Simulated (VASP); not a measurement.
A run of VASP 6.6.1:

The input INCAR:

```
SYSTEM = Re
PREC = Accurate
ENCUT = 560
EDIFF = 1E-6
ISMEAR = -1
SIGMA = 0.1
LREAL = .False.
LASPH = .True.
NELM = 120
ALGO = Normal
ISIF = 2
LWAVE = .False.
LCHARG = .True.
GGA = CA
LELF = .True.
LVHAR = .True.
NBANDS = 22
GGA_COMPAT = .False.
```

The input KPOINTS:

```
Automatic mesh
0
Gamma
  8 8 5
  0 0 0
```

POSCAR

```
Re
1.0
    2.7391880258      0.0000000000      0.0000000000
   -1.3695940129      2.3722064161      0.0000000000
    0.0000000000      0.0000000000      4.4118668232
Re
2
Direct
    0.3333333333      0.6666666667      0.2500000000
    0.6666666667      0.3333333333      0.7500000000
```

Potentials or basis: VASP PAW LDA potentials, release 64 (Re_sv_GW).

Run with:

```console
$ cat potpaw_LDA.64/Re_sv_GW/POTCAR > POTCAR
$ mpirun -np 1 vasp_std > vasp.out
```

Hardware: 1 thread of AMD EPYC 7R13 Processor (Zen 3), on a shared host.

Estimate the wall time of this run.

It took 21 s on 1 thread of AMD EPYC 7R13 Processor (Zen 3) (shared host), peak memory 0.12 GiB. Counts: scf iterations 11, k points 30.
